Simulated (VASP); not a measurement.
# TiB2 (P6/mmm) in VASP: further runs

TiB2 is run at these levels: PBE; tasks: single point.

Everything below comes from runs of VASP 6.6.1. Logs are shortened: lines on timing, memory, paths and dates and some standing lists are left out, and cuts for length are marked.

**1. The cell of the first run**

It takes space group P6/mmm (No. 191, hexagonal). The conventional cell has a = 3.034 Å, b = 3.034 Å, c = 3.218 Å, α = 90.00°, β = 90.00°, γ = 120.00°. Ti (site symmetry 6/mmm) has 12 B at 2.38 Å and 6 Ti at 3.03 Å within 3.1 Å. B (site symmetry -6m2) has 3 B at 1.75 Å within 2.3 Å.

**2. Single point, PBE**

Input file INCAR:

```
PREC = Accurate
ENCUT = 500
EDIFF = 1E-6
ISMEAR = 1
SIGMA = 0.05
LREAL = F
LASPH = T
NELM = 120
ALGO = Normal
ISIF = 2
LWAVE = F
LCHARG = F
GGA = PE
NBANDS = 16
GGA_COMPAT = F
```

Input file KPOINTS:

```
Automatic mesh
0
Gamma
  8 8 7
```

Input file POSCAR:

```
TiB2
1.0
    3.0339697916      0.0000000000      0.0000000000
   -1.5169848958      2.6274949139      0.0000000000
    0.0000000000      0.0000000000      3.2184591318
Ti B
1 2
Direct
    0.0000000000      0.0000000000      0.0000000000
    0.3333333333      0.6666666667      0.5000000000
    0.6666666667      0.3333333333      0.5000000000
```

Potentials or basis: VASP PAW PBE potentials, release 64 (Ti_sv, B).

Launch:

```bash
cat potpaw_PBE.64/Ti_sv/POTCAR potpaw_PBE.64/B/POTCAR > POTCAR
mpirun -np 1 vasp_std > vasp.out
```

OUTCAR:

```text
PREC = Accurate
   ENCUT = 500
   EDIFF = 1E-6
   ISMEAR = 1
   LREAL = F
   LASPH = T
   NELM = 120
   ISIF = 2
   GGA = PE

 ion  position               nearest neighbor table
   1  0.000  0.000  0.000-   2 2.38   3 2.38   2 2.38   3 2.38   3 2.38   3 2.38   2 2.38   2 2.38
                             3 2.38   3 2.38   2 2.38   2 2.38
   2  0.333  0.667  0.500-   3 1.75   3 1.75   3 1.75   1 2.38   1 2.38   1 2.38   1 2.38   1 2.38
                             1 2.38
   3  0.667  0.333  0.500-   2 1.75   2 1.75   2 1.75   1 2.38   1 2.38   1 2.38   1 2.38   1 2.38
                             1 2.38

  LATTYP: Found a hexagonal cell.
 ALAT       =     3.0339697916
 C/A-ratio  =     1.0608079028

  Lattice vectors:

 A1 = (   3.0339697916,   0.0000000000,   0.0000000000)
 A2 = (  -1.5169848958,   2.6274949139,   0.0000000000)
 A3 = (   0.0000000000,   0.0000000000,   3.2184591318)

Analysis of symmetry for initial positions (statically):
=====================================================================
 Subroutine PRICEL returns:
 Original cell was already a primitive cell.

 Routine SETGRP: Setting up the symmetry group for a
 hexagonal supercell.

 Subroutine GETGRP returns: Found 24 space group operations
 (whereof 24 operations were pure point group operations)
 out of a pool of 24 trial point group operations.

The static configuration has the point symmetry D_6h.

Analysis of symmetry for dynamics (positions and initial velocities):
=====================================================================
 Subroutine PRICEL returns:
 Original cell was already a primitive cell.

 Routine SETGRP: Setting up the symmetry group for a
 hexagonal supercell.

 Subroutine GETGRP returns: Found 24 space group operations
 (whereof 24 operations were pure point group operations)
 out of a pool of 24 trial point group operations.

The dynamic configuration has the point symmetry D_6h.

 Subroutine INISYM returns: Found 24 space group operations
 (whereof 24 operations are pure point group operations),
 and found     1 'primitive' translations

----------------------------------------------------------------------------------------

                                     Primitive cell

  volume of cell :      25.6567

  direct lattice vectors                    reciprocal lattice vectors
     3.033969792  0.000000000  0.000000000     0.329601172  0.190295326  0.000000000
    -1.516984896  2.627494914  0.000000000     0.000000000  0.380590651  0.000000000
     0.000000000  0.000000000  3.218459132     0.000000000  0.000000000  0.310707689

  length of vectors
     3.033969792  3.033969792  3.218459132     0.380590651  0.380590651  0.310707689

  position of ions in fractional coordinates (direct lattice)
     0.000000000  0.000000000  0.000000000
     0.333333333  0.666666667  0.500000000
     0.666666667  0.333333333  0.500000000

  ion indices of the primitive-cell ions
   primitive index   ion index
                 1           1
                 2           2
                 3           3

----------------------------------------------------------------------------------------

 KPOINTS: Automatic mesh

Automatic generation of k-mesh.
 Grid dimensions read from file:
 generate k-points for:    8    8    7

 Generating k-lattice:

  Cartesian coordinates                     Fractional coordinates (reciprocal lattice)
     0.041200147  0.023786916  0.000000000     0.125000000 -0.000000000  0.000000000
     0.000000000  0.047573831  0.000000000     0.000000000  0.125000000  0.000000000
     0.000000000  0.000000000  0.044386813     0.000000000  0.000000000  0.142857143

  Length of vectors
     0.047573831  0.047573831  0.044386813

  Shift w.r.t. Gamma in fractional coordinates (k-lattice)
     0.000000000  0.000000000  0.000000000

 Subroutine IBZKPT returns following result:
 ===========================================

 Found     40 irreducible k-points:

 Following reciprocal coordinates:
            Coordinates               Weight
  0.000000  0.000000  0.000000      1.000000
  0.125000 -0.000000  0.000000      6.000000
  0.250000 -0.000000  0.000000      6.000000
  0.375000 -0.000000  0.000000      6.000000
  0.500000 -0.000000  0.000000      3.000000
  0.125000  0.125000  0.000000      6.000000
[... 16 lines left out ...]
  0.250000 -0.000000  0.285714     12.000000
  0.375000 -0.000000  0.285714     12.000000
 [... further k-points ...]
   k-points           NKPTS =     40   k-points in BZ     NKDIM =     40   number of bands    NBANDS=     16
   number of dos      NEDOS =    301   number of ions     NIONS =      3
   total plane-waves  NPLWV =  13824
   dimension x,y,z NGX =    24 NGY =   24 NGZ =   24
   dimension x,y,z NGXF=    48 NGYF=   48 NGZF=   48
   ions per type =               1   2
   NGX,Y,Z   is equivalent  to a cutoff of  13.15, 13.15, 12.40 a.u.
   NGXF,Y,Z  is equivalent  to a cutoff of  26.30, 26.30, 24.79 a.u.
 SYSTEM =  unknown system
   PREC   = accura    normal or accurate (medium, high low for compatibility)
   ISTART =      0    job   : 0-new  1-cont  2-samecut
   ICHARG =      2    charge: 1-file 2-atom 10-const
   ISPIN  =      1    spin polarized calculation?
   LNONCOLLINEAR =      F non collinear calculations
   LSORBIT =      F    spin-orbit coupling
   LASPH  =      T    aspherical Exc in radial PAW
   ENCUT  =  500.0 eV  36.75 Ry    6.06 a.u.   5.53  5.53  5.87*2*pi/ulx,y,z
   NELM   =    120;   NELMIN=  2; NELMDL= -5     # of ELM steps
   EDIFF  = 0.1E-05   stopping-criterion for ELM
   LREAL  =      F    real-space projection
   EDIFFG = 0.1E-04   stopping-criterion for IOM
   NSW    =      0    number of steps for IOM
   IBRION =     -1    ionic relax: 0-MD 1-quasi-New 2-CG
   NFREE  =      0    steps in history (QN), initial steepest desc. (CG)
   ISIF   =      2    stress and relaxation
   ISYM   =      2    0-nonsym 1-usesym 2-fastsym
   POTIM  = 0.5000    time-step for ionic-motion
   TEBEG  =    0.0;   TEEND  =   0.0 temperature during run
   PSTRESS=    0.0 pullay stress
   NELECT =      18.0000    total number of electrons
   NUPDOWN=      -1.0000    fix difference up-down
   EMIN   =  10.00;   EMAX   =-10.00  energy-range for DOS
   EFERMI =   0.00;   METHOD = LEGACY
   ISMEAR =     1;   SIGMA  =   0.05  broadening in eV -4-tet -1-fermi 0-gaus
   EFERMI_NEDOS =   21; number of points for ismear=-14 and -15
   IALGO  =     38    algorithm
   IMIX   =      4    mixing-type and parameters
     AMIX     =   0.40;   BMIX     =  1.00
     AMIX_MAG =   1.60;   BMIX_MAG =  1.00
  volume/ion in A,a.u.               =       8.55        57.71
  Fermi-wavevector in a.u.,A,eV,Ry     =   1.454673  2.748933 28.790916  2.116073
  Thomas-Fermi vector in A             =   2.571796
   LORBIT       =      0    0 simple, 1 ext, 2 COOP (PROOUT), +10 PAW based schemes
   GGA     = PE    functional components
   LHFCALC =     F    Hartree Fock is set to
   AEXX    =    0.0000 exact exchange contribution
   IVDW    =     0    specifies the selected vdW correction
   LEPSILON=     F    determine dielectric tensor
   LRPA    =     F    only Hartree local field effects (RPA)
 non-spin polarized calculation
 Methfessel and Paxton  Order N= 1 SIGMA  =   0.05
  energy-cutoff  :      500.00
  volume of cell :       25.66
 maximum number of plane-waves:       678
 NGX is ok and might be reduce to    24
   NGX = 11   NGY = 11   NGZ = 11

 number of electron      18.0000000 magnetization

 Free energy of the ion-electron system (eV)
  ---------------------------------------------------
  ext. energy  EPLUGINS =         0.00000000
  ---------------------------------------------------
  free energy    TOTEN  =       -24.43596911 eV

  energy without entropy =      -24.43600997  energy(sigma->0) =      -24.43598273

 E-fermi :   9.8997     XC(G=0): -12.7693

 val. band max:        9.8597261578   @ k =   0.0000   0.0000   0.4286
 cond. band min:      10.2766678912   @ k =   0.2500   0.2500   0.0000
 fundamental gap:      0.4169417334
 Fermi energy:         9.8997161495

 k-point     1 :       0.0000    0.0000    0.0000
  band No.  band energies     occupation
      1     -46.9515      2.00000
      2     -23.3027      2.00000
      3     -22.9909      2.00000
      4     -22.9909      2.00000
      5      -3.5017      2.00000
      6       7.3688      2.00000
[... 8 lines left out ...]
     15      15.7305      0.00000
     16      16.8432      0.00000

 k-point     2 :       0.1250   -0.0000    0.0000
  band No.  band energies     occupation
      1     -46.9437      2.00000
      2     -23.2928      2.00000
      3     -23.0509      2.00000
      4     -23.0045      2.00000
      5      -3.2032      2.00000
      6       6.5477      2.00000
[... 8 lines left out ...]
     15      17.2929      0.00000
     16      17.8064      0.00000

 k-point     3 :       0.2500   -0.0000    0.0000
  band No.  band energies     occupation
      1     -46.9248      2.00000
      2     -23.2688      2.00000
      3     -23.1934      2.00000
      4     -23.0372      2.00000
      5      -2.3441      2.00000
      6       4.7195      2.00000
[... 8 lines left out ...]
     15      17.3626      0.00000
     16      19.2216      0.00000

 k-point     4 :       0.3750   -0.0000    0.0000
  band No.  band energies     occupation
      1     -46.9059      2.00000
      2     -23.3331      2.00000
      3     -23.2447      2.00000
      4     -23.0697      2.00000
      5      -1.0119      2.00000
      6       2.6565      2.00000
[... 8 lines left out ...]
     15      17.4210      0.00000
     16      18.6974      0.00000
[... 324 lines left out ...]
 k-point    22 :       0.1250   -0.0000    0.2857
  band No.  band energies     occupation
      1     -46.9345      2.00000
      2     -23.4161      2.00000
      3     -23.0390      2.00000
      4     -22.9938      2.00000
      5      -2.2781      2.00000
      6       4.2845      2.00000
[... 8 lines left out ...]
     15      18.0781      0.00000
     16      18.9951      0.00000

 k-point    23 :       0.2500   -0.0000    0.2857
  band No.  band energies     occupation
      1     -46.9158      2.00000
      2     -23.3867      2.00000
      3     -23.1779      2.00000
      4     -23.0252      2.00000
      5      -1.5938      2.00000
      6       4.6184      2.00000
[... 8 lines left out ...]
     15      18.0634      0.00000
     16      20.5714      0.00000

 k-point    24 :       0.3750   -0.0000    0.2857
  band No.  band energies     occupation
      1     -46.8970      2.00000
      2     -23.3573      2.00000
      3     -23.3138      2.00000
      4     -23.0565      2.00000
      5      -0.5423      2.00000
      6       2.8861      2.00000
[... 8 lines left out ...]
     15      17.8532      0.00000
     16      22.3943      0.00000

 [... further k-points ...]

------------------------ aborting loop because EDIFF is reached ----------------------------------------

  FORCE on cell =-STRESS in cart. coord.  units (eV):
  Direction    XX          YY          ZZ          XY          YZ          ZX
  --------------------------------------------------------------------------------------
  -------------------------------------------------------------------------------------
  Total        0.0306372      0.0306372      0.0379584      0.0000000     -0.0000000     -0.0000000
  in kB        1.9131942      1.9131942      2.3703787      0.0000000     -0.0000000     -0.0000000
  external PRESSURE =       2.0655890 kB  Pullay stress =       0.0000000 kB

 VOLUME and BASIS-vectors are now :
 -----------------------------------------------------------------------------
  energy-cutoff  :      500.00
  volume of cell :       25.66
      direct lattice vectors                 reciprocal lattice vectors
     3.033969792  0.000000000  0.000000000     0.329601172  0.190295326  0.000000000
    -1.516984896  2.627494914  0.000000000     0.000000000  0.380590651  0.000000000
     0.000000000  0.000000000  3.218459132     0.000000000  0.000000000  0.310707689

 POSITION                                       TOTAL-FORCE (eV/Angst)
 -----------------------------------------------------------------------------------
      0.00000      0.00000      0.00000        -0.000000      0.000000     -0.000000
     -0.00000      1.75166      1.60923        -0.000000      0.000000      0.000000
      1.51698      0.87583      1.60923         0.000000     -0.000000     -0.000000
 -----------------------------------------------------------------------------------
    total drift:                               -0.000000      0.000000      0.000000

  FREE ENERGIE OF THE ION-ELECTRON SYSTEM (eV)
  ---------------------------------------------------
  free  energy   TOTEN  =       -24.4359691121 eV

  energy  without entropy=      -24.4360099720  energy(sigma->0) =      -24.43598273
```

Run time: 11 s. Hardware: 1 thread of Intel Xeon Platinum 8259CL at 2.50GHz (Skylake/Cascade Lake), shared host; peak memory 0.14 GiB.

Results:

- Free energy: -24.4360 eV
- Pressure: 0.2 GPa
- Band gap on the k mesh: zero (band 9 reaches 10.39 eV, above the bottom of band 10 at 9.86 eV)

Levels at points of the mesh, in eV from the Fermi level:
```csv
k point,band 5,band 6,band 7,band 8,band 9,band 10,band 11,band 12,band 13,band 14
"(0.00, 0.00, 0.00)",-13.40,-2.53,-2.53,-2.18,-2.00,1.99,1.99,3.78,3.78,5.83
"(0.50, 0.00, 0.00)",-9.27,-9.15,-3.18,-3.09,-2.17,1.44,2.83,3.30,3.49,7.55
```

**3. Single point, PBE**

This run uses another cell than the first one, of 8.72 Å³/atom, 1.020 times its volume.

Input file INCAR:

```
SYSTEM = TiB2
PREC = Accurate ; ENCUT = 500
EDIFF = 1E-6 ; ISMEAR = 1
SIGMA = 0.05 ; LREAL = .False.
LASPH = .True. ; NELM = 120
ALGO = Normal ; ISIF = 2
LWAVE = .False. ; LCHARG = .True.
GGA = PE ; LELF = .True.
LVHAR = .True. ; NBANDS = 16
GGA_COMPAT = .False.
```

Input file KPOINTS:

```
regular mesh
0
Gamma
  8 8 7
  0 0 0
```

Input file POSCAR:

```
TiB2
1.0
    3.0540628924      0.0000000000      0.0000000000
   -1.5270314462      2.6448960496      0.0000000000
    0.0000000000      0.0000000000      3.2397740519
Ti B
1 2
Direct
    0.0000000000      0.0000000000      0.0000000000
    0.3333333333      0.6666666667      0.5000000000
    0.6666666667      0.3333333333      0.5000000000
```

Potentials or basis: VASP PAW PBE potentials, release 64 (Ti_sv, B).

Launch:

```bash
cat potpaw_PBE.64/Ti_sv/POTCAR potpaw_PBE.64/B/POTCAR > POTCAR
mpirun -np 1 vasp_std > vasp.out
```

Wall time 12 s (1 thread of Intel Xeon Platinum 8259CL at 2.50GHz (Skylake/Cascade Lake), shared host); peak memory 0.14 GiB.

It converged, with:

```
Free energy            : -24.4288 eV
Pressure               : -4.7 GPa
Band gap on the k mesh : zero (band 9 reaches 10.16 eV, above the bottom of band 10 at 9.64 eV)
```

Stress tensor (GPa, compression positive):
```
-5.01  0.00  0.00
 0.00 -5.01  0.00
 0.00  0.00 -3.96
```

Levels at points of the mesh, in eV from the Fermi level:
```tsv
k point	band 7	band 8	band 9	band 10	band 11	band 12
(0.00, 0.00, 0.00)	-2.82	-2.50	-2.29	1.60	1.60	3.35
(0.50, 0.00, 0.00)	-3.48	-3.37	-2.45	1.07	2.41	2.87
```

**4. Single point, PBE**

This run uses another cell than the first one, of 8.38 Å³/atom, 0.980 times its volume.

Input file INCAR:

```
SYSTEM = TiB2
ALGO = Normal
EDIFF = 1E-6
ENCUT = 500
GGA = PE
GGA_COMPAT = .FALSE.
ISIF = 2
ISMEAR = 1
LASPH = .TRUE.
LCHARG = .FALSE.
LREAL = .FALSE.
LWAVE = .FALSE.
NBANDS = 16
NELM = 120
PREC = Accurate
SIGMA = 0.05
```

Input file KPOINTS:

```
k-points
0
G
  9 9 7
  0 0 0
```

Input file POSCAR:

```
TiB2
1.0
    3.0136069647      0.0000000000      0.0000000000
   -1.5068034824      2.6098601885      0.0000000000
    0.0000000000      0.0000000000      3.1968580841
Ti B
1 2
Direct
    0.0000000000      0.0000000000      0.0000000000
    0.3333333333      0.6666666667      0.5000000000
    0.6666666667      0.3333333333      0.5000000000
```

Launch:

```bash
cat potpaw_PBE.64/Ti_sv/POTCAR potpaw_PBE.64/B/POTCAR > POTCAR
mpirun -np 1 vasp_std > vasp.out
```

Wall time 15 s (1 thread of Intel Xeon Platinum 8259CL at 2.50GHz (Skylake/Cascade Lake), shared host); peak memory 0.14 GiB.

Results (log left out):

```
Free energy            : -24.4200 eV
Pressure               : 5.7 GPa
Band gap on the k mesh : zero (band 9 reaches 10.63 eV, above the bottom of band 10 at 10.08 eV)
```

Stress tensor (GPa, compression positive):
```
6.12 0.00 0.00
0.00 6.12 0.00
0.00 0.00 4.71
```

Levels at points of the mesh, in eV from the Fermi level:
| k point | band 5 | band 6 | band 7 | band 8 | band 9 | band 10 | band 11 | band 12 | band 13 | band 14 |
| --- | --- | --- | --- | --- | --- | --- | --- | --- | --- | --- |
| (0.00, 0.00, 0.00) | -13.54 | -2.60 | -2.60 | -2.21 | -2.08 | 2.03 | 2.03 | 3.85 | 3.85 | 5.89 |

**5. Single point, PBE**

Input file INCAR:

```
PREC = Accurate ; ENCUT = 500
EDIFF = 1E-6 ; ISMEAR = 1
SIGMA = 0.05 ; LREAL = F
LASPH = T ; NELM = 120
ALGO = Normal ; ISIF = 2
LWAVE = F ; LCHARG = F
GGA = PE ; NBANDS = 16
GGA_COMPAT = F
```

Input file KPOINTS:

```
Automatic mesh
0
Gamma
  9 9 7
```

Input file POSCAR:

```
TiB2
1.0
    3.0347445724      0.0000000000      0.0000000000
   -1.5173722862      2.6281658937      0.0000000000
    0.0000000000      0.0000000000      3.2170044488
Ti B
1 2
Direct
    0.0000000000      0.0000000000      0.0000000000
    0.3333333333      0.6666666667      0.5000000000
    0.6666666667      0.3333333333      0.5000000000
```

Launch:

```bash
cat potpaw_PBE.64/Ti_sv/POTCAR potpaw_PBE.64/B/POTCAR > POTCAR
mpirun -np 1 vasp_std > vasp.out
```

Run time: 15 s. Hardware: 1 thread of Intel Xeon Platinum 8259CL at 2.50GHz (Skylake/Cascade Lake), shared host; peak memory 0.15 GiB.

The run converged. Its results:

| Quantity | Value |
| --- | --- |
| Free energy | -24.4295 eV |
| Pressure | 0.1 GPa |
| Band gap on the k mesh | zero (band 9 reaches 10.39 eV, above the bottom of band 10 at 9.86 eV) |

Stress tensor (GPa, compression positive):
```
0.06 0.00 0.00
0.00 0.06 0.00
0.00 0.00 0.18
```

Levels at points of the mesh, in eV from the Fermi level:
```tsv
k point	band 5	band 6	band 7	band 8	band 9	band 10	band 11	band 12	band 13	band 14
(0.00, 0.00, 0.00)	-13.61	-2.75	-2.75	-2.38	-2.21	1.78	1.78	3.58	3.58	5.61
```

**6. Summary**

| cell | k mesh | gap on the mesh (eV) | pressure (GPa) |
| --- | --- | --- | --- |
| a = 3.034, b = 3.034, c = 3.218 Å, angles 90.0, 90.0, 120.0°, 3 atoms | 8 × 8 × 7 | none | 0.2 |
| a = 3.054, b = 3.054, c = 3.240 Å, angles 90.0, 90.0, 120.0°, 3 atoms | 8 × 8 × 7 | none | -4.7 |
| a = 3.014, b = 3.014, c = 3.197 Å, angles 90.0, 90.0, 120.0°, 3 atoms | 9 × 9 × 7 | none | 5.7 |
| a = 3.035, b = 3.035, c = 3.217 Å, angles 90.0, 90.0, 120.0°, 3 atoms | 9 × 9 × 7 | none | 0.1 |

Alike in all rows: task single point; level PBE; potentials or basis VASP PAW PBE potentials, release 64 (Ti_sv, B); no spin polarisation; cutoff (eV) 500; smearing methfessel-paxton 0.05 eV.

Total energies depend on the potentials used, so only differences within one code and one set of settings carry meaning.
